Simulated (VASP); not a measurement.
# NaCl (Fm-3m) in VASP: notebook

Aim: see how the results for NaCl move with the level of theory and the settings. Levels: PBE, PBE+D3(BJ), PBE+D4. Tasks: relaxation of cell and atoms.

Program: VASP 6.6.1. These are calculated values, not measurements. Logs are shortened: lines on timing, memory, paths and dates and some standing lists are left out, and cuts for length are marked.

## (1) The cell of the first run

It takes space group Fm-3m (No. 225, cubic). The conventional cell has a = 5.588 Å, b = 5.588 Å, c = 5.588 Å, α = 90.00°, β = 90.00°, γ = 90.00°. Within 3.7 Å of Cl (site symmetry m-3m) lie 6 Na at 2.79 Å. Within 3.7 Å of Na (site symmetry m-3m) lie 6 Cl at 2.79 Å.

## (2) Relaxation of cell and atoms, PBE

INCAR reads:

```
PREC = Accurate ; ENCUT = 600
EDIFF = 1E-6 ; ISMEAR = -1
SIGMA = 0.05 ; LREAL = False
LASPH = True ; NELM = 60
ALGO = Normal ; ISIF = 3
LWAVE = False ; LCHARG = False
GGA = PE ; IBRION = 2
NSW = 60 ; EDIFFG = -0.01
```

KPOINTS reads:

```
regular mesh
0
Gamma
  8 8 8
```

POSCAR reads:

```
NaCl
1.0
    0.0000000000      2.7940632177      2.7940632177
    2.7940632177      0.0000000000      2.7940632177
    2.7940632177      2.7940632177      0.0000000000
Cl Na
1 1
Direct
    0.5000000000      0.5000000000      0.5000000000
    0.0000000000      0.0000000000      0.0000000000
```

Potentials or basis: VASP PAW PBE potentials, release 64 (Cl, Na_pv).

Run with:

```console
cat potpaw_PBE.64/Cl/POTCAR potpaw_PBE.64/Na_pv/POTCAR > POTCAR
mpirun -np 1 vasp_std > vasp.out
```

OUTCAR:

```text
PREC = Accurate
   ENCUT = 600
   EDIFF = 1E-6
   ISMEAR = -1
   LREAL = False
   LASPH = True
   NELM = 60
   ISIF = 3
   GGA = PE
   IBRION = 2
   NSW = 60
   EDIFFG = -0.01

 ion  position               nearest neighbor table
   1  0.500  0.500  0.500-
   2  0.000  0.000  0.000-

  LATTYP: Found a face centered cubic cell.
 ALAT       =     5.5881264354

  Lattice vectors:

 A1 = (   0.0000000000,   2.7940632177,   2.7940632177)
 A2 = (   2.7940632177,   0.0000000000,   2.7940632177)
 A3 = (   2.7940632177,   2.7940632177,   0.0000000000)

Analysis of symmetry for initial positions (statically):
=====================================================================
 Subroutine PRICEL returns:
 Original cell was already a primitive cell.

 Routine SETGRP: Setting up the symmetry group for a
 face centered cubic supercell.

 Subroutine GETGRP returns: Found 48 space group operations
 (whereof 48 operations were pure point group operations)
 out of a pool of 48 trial point group operations.

The static configuration has the point symmetry O_h .

Analysis of symmetry for dynamics (positions and initial velocities):
=====================================================================
 Subroutine PRICEL returns:
 Original cell was already a primitive cell.

 Routine SETGRP: Setting up the symmetry group for a
 face centered cubic supercell.

 Subroutine GETGRP returns: Found 48 space group operations
 (whereof 48 operations were pure point group operations)
 out of a pool of 48 trial point group operations.

The dynamic configuration has the point symmetry O_h .

 Subroutine INISYM returns: Found 48 space group operations
 (whereof 48 operations are pure point group operations),
 and found     1 'primitive' translations

----------------------------------------------------------------------------------------

                                     Primitive cell

  volume of cell :      43.6253

  direct lattice vectors                    reciprocal lattice vectors
     0.000000000  2.794063218  2.794063218    -0.178950854  0.178950854  0.178950854
     2.794063218  0.000000000  2.794063218     0.178950854 -0.178950854  0.178950854
     2.794063218  2.794063218  0.000000000     0.178950854  0.178950854 -0.178950854

  length of vectors
     3.951402097  3.951402097  3.951402097     0.309951972  0.309951972  0.309951972

  position of ions in fractional coordinates (direct lattice)
     0.500000000  0.500000000  0.500000000
     0.000000000  0.000000000  0.000000000

  ion indices of the primitive-cell ions
   primitive index   ion index
                 1           1
                 2           2

----------------------------------------------------------------------------------------

 KPOINTS: regular mesh

Automatic generation of k-mesh.
 Grid dimensions read from file:
 generate k-points for:    8    8    8

 Generating k-lattice:

  Cartesian coordinates                     Fractional coordinates (reciprocal lattice)
    -0.022368857  0.022368857  0.022368857     0.125000000  0.000000000  0.000000000
     0.022368857 -0.022368857  0.022368857     0.000000000  0.125000000  0.000000000
     0.022368857  0.022368857 -0.022368857     0.000000000  0.000000000  0.125000000

  Length of vectors
     0.038743996  0.038743996  0.038743996

  Shift w.r.t. Gamma in fractional coordinates (k-lattice)
     0.000000000  0.000000000  0.000000000

 Subroutine IBZKPT returns following result:
 ===========================================

 Found     29 irreducible k-points:

 Following reciprocal coordinates:
            Coordinates               Weight
  0.000000  0.000000  0.000000      1.000000
  0.125000  0.000000  0.000000      8.000000
  0.250000  0.000000  0.000000      8.000000
  0.375000  0.000000  0.000000      8.000000
  0.500000  0.000000  0.000000      4.000000
  0.125000  0.125000  0.000000      6.000000
[... 16 lines left out ...]
  0.500000  0.250000  0.125000     48.000000
 -0.375000  0.250000  0.125000     24.000000
 [... further k-points ...]
   k-points           NKPTS =     29   k-points in BZ     NKDIM =     29   number of bands    NBANDS=     11
   number of dos      NEDOS =    301   number of ions     NIONS =      2
   total plane-waves  NPLWV =  32768
   dimension x,y,z NGX =    32 NGY =   32 NGZ =   32
   dimension x,y,z NGXF=    64 NGYF=   64 NGZF=   64
   ions per type =               1   1
   NGX,Y,Z   is equivalent  to a cutoff of  13.46, 13.46, 13.46 a.u.
   NGXF,Y,Z  is equivalent  to a cutoff of  26.93, 26.93, 26.93 a.u.
 SYSTEM =  unknown system
   PREC   = accura    normal or accurate (medium, high low for compatibility)
   ISTART =      0    job   : 0-new  1-cont  2-samecut
   ICHARG =      2    charge: 1-file 2-atom 10-const
   ISPIN  =      1    spin polarized calculation?
   LNONCOLLINEAR =      F non collinear calculations
   LSORBIT =      F    spin-orbit coupling
   LASPH  =      T    aspherical Exc in radial PAW
   ENCUT  =  600.0 eV  44.10 Ry    6.64 a.u.   7.89  7.89  7.89*2*pi/ulx,y,z
   NELM   =     60;   NELMIN=  2; NELMDL= -5     # of ELM steps
   EDIFF  = 0.1E-05   stopping-criterion for ELM
   LREAL  =      F    real-space projection
   EDIFFG = -.1E-01   stopping-criterion for IOM
   NSW    =     60    number of steps for IOM
   IBRION =      2    ionic relax: 0-MD 1-quasi-New 2-CG
   NFREE  =      1    steps in history (QN), initial steepest desc. (CG)
   ISIF   =      3    stress and relaxation
   ISYM   =      2    0-nonsym 1-usesym 2-fastsym
   POTIM  = 0.5000    time-step for ionic-motion
   TEBEG  =    0.0;   TEEND  =   0.0 temperature during run
   PSTRESS=    0.0 pullay stress
   NELECT =      14.0000    total number of electrons
   NUPDOWN=      -1.0000    fix difference up-down
   EMIN   =  10.00;   EMAX   =-10.00  energy-range for DOS
   EFERMI =   0.00;   METHOD = LEGACY
   ISMEAR =    -1;   SIGMA  =   0.05  broadening in eV -4-tet -1-fermi 0-gaus
   EFERMI_NEDOS =   21; number of points for ismear=-14 and -15
   IALGO  =     38    algorithm
   IMIX   =      4    mixing-type and parameters
     AMIX     =   0.40;   BMIX     =  1.00
     AMIX_MAG =   1.60;   BMIX_MAG =  1.00
  volume/ion in A,a.u.               =      21.81       147.20
  Fermi-wavevector in a.u.,A,eV,Ry     =   1.120825  2.118053 17.092312  1.256249
  Thomas-Fermi vector in A             =   2.257475
   LORBIT       =      0    0 simple, 1 ext, 2 COOP (PROOUT), +10 PAW based schemes
   GGA     = PE    functional components
   LHFCALC =     F    Hartree Fock is set to
   AEXX    =    0.0000 exact exchange contribution
   IVDW    =     0    specifies the selected vdW correction
   LEPSILON=     F    determine dielectric tensor
   LRPA    =     F    only Hartree local field effects (RPA)
 conjugate gradient relaxation of ions
 non-spin polarized calculation
  energy-cutoff  :      600.00
  volume of cell :       43.63
 maximum number of plane-waves:      1475
   NGX = 15   NGY = 15   NGZ = 15

--------------------------------------- Ionic step        1  -------------------------------------------

 number of electron      14.0000010 magnetization

 Free energy of the ion-electron system (eV)
  ---------------------------------------------------
  ext. energy  EPLUGINS =         0.00000000
  ---------------------------------------------------
  free energy    TOTEN  =        -6.76612509 eV

  energy without entropy =       -6.76612509  energy(sigma->0) =       -6.76612509

------------------------ aborting loop because EDIFF is reached ----------------------------------------

  FORCE on cell =-STRESS in cart. coord.  units (eV):
  Direction    XX          YY          ZZ          XY          YZ          ZX
  --------------------------------------------------------------------------------------
  -------------------------------------------------------------------------------------
  Total        0.4240105      0.4240105      0.4240105      0.0000000     -0.0000000      0.0000000
  in kB       15.5721475     15.5721475     15.5721475      0.0000000     -0.0000000      0.0000000
  external PRESSURE =      15.5721475 kB  Pullay stress =       0.0000000 kB
[... 57 lines left out ...]
  energy  without entropy=       -6.7754522972  energy(sigma->0) =       -6.77545230

--------------------------------------- Ionic step        3  -------------------------------------------

 number of electron      13.9999997 magnetization

 Free energy of the ion-electron system (eV)
  ---------------------------------------------------
  ext. energy  EPLUGINS =         0.00000000
  ---------------------------------------------------
  free energy    TOTEN  =        -6.77796993 eV

  energy without entropy =       -6.77796993  energy(sigma->0) =       -6.77796993

 E-fermi :   0.1747     XC(G=0):  -8.0345

 val. band max:       -0.9072986599   @ k =   0.0000   0.0000   0.0000
 cond. band min:       4.0832491827   @ k =   0.0000   0.0000   0.0000
 fundamental gap:      4.9905478426
 Fermi energy:         0.1746708746

 k-point     1 :       0.0000    0.0000    0.0000
  band No.  band energies     occupation
      1     -21.7872      2.00000
      2     -21.7872      2.00000
      3     -21.7872      2.00000
      4     -13.4978      2.00000
      5      -0.9073      2.00000
      6      -0.9073      2.00000
      7      -0.9073      2.00000
      8       4.0832      0.00000
      9      10.1797      0.00000
     10      10.1797      0.00000
     11      10.1797      0.00000
[... 309 lines left out ...]
 k-point    24 :      -0.3750    0.2500    0.1250
  band No.  band energies     occupation
      1     -21.8074      2.00000
      2     -21.7943      2.00000
      3     -21.7910      2.00000
      4     -13.1614      2.00000
      5      -2.4768      2.00000
      6      -1.6276      2.00000
      7      -1.2948      2.00000
      8       7.3426      0.00000
      9       8.4934      0.00000
     10       9.2331      0.00000
     11      10.7097      0.00000

 [... further k-points ...]

------------------------ aborting loop because EDIFF is reached ----------------------------------------

  FORCE on cell =-STRESS in cart. coord.  units (eV):
  Direction    XX          YY          ZZ          XY          YZ          ZX
  --------------------------------------------------------------------------------------
  -------------------------------------------------------------------------------------
  Total        0.0041174      0.0041174      0.0041174      0.0000000      0.0000000      0.0000000
  in kB        0.1425913      0.1425913      0.1425913      0.0000000      0.0000000      0.0000000
  external PRESSURE =       0.1425913 kB  Pullay stress =       0.0000000 kB
[... 17 lines left out ...]
  FREE ENERGIE OF THE ION-ELECTRON SYSTEM (eV)
  ---------------------------------------------------
  free  energy   TOTEN  =        -6.7779699343 eV

  energy  without entropy=       -6.7779699343  energy(sigma->0) =       -6.77796993

 reached required accuracy - stopping structural energy minimisation
```

It took 14 s on 1 thread of Intel Xeon 6975P-C (Granite Rapids), shared host; peak memory 0.17 GiB.

What came out:

```yaml
Free_energy: -6.7780 eV
Relaxed_volume: 23.13 Å³/atom
Relaxed_cell: a = 4.030 Å, b = 4.030 Å, c = 4.030 Å, α = 60.00°, β = 60.00°, γ = 60.00°
Space_group_after_relaxing_to_0.05_Å: Fm-3m (No. 225)
Energy_gained_by_relaxing: 5.9 meV/atom
Ionic_steps: 3
Pressure_after_relaxing: 0.0 GPa
Band_gap_on_the_k_mesh: 4.99 eV, direct
```

The path:
| step | energy change (eV) | largest force (eV/Å) | pressure (GPa) | volume (Å³) |
| --- | --- | --- | --- | --- |
| 1 | 0.0000 | 0.0000 | 1.56 | 43.63 |
| 2 | -0.0093 | 0.0000 | 0.73 | 44.98 |
| 3 | -0.0118 | 0.0000 | 0.01 | 46.26 |

Final structure:
```yaml
crystal:
  lattice:
    - [0.00000, 2.84929, 2.84929]
    - [2.84929, 0.00000, 2.84929]
    - [2.84929, 2.84929, 0.00000]
  atoms:
    - { symbol: Cl, position: [0.50000, 0.50000, 0.50000] }
    - { symbol: Na, position: [0.00000, 0.00000, 0.00000] }
```

A k mesh can miss the band edges.

[end of part 1 of 2]
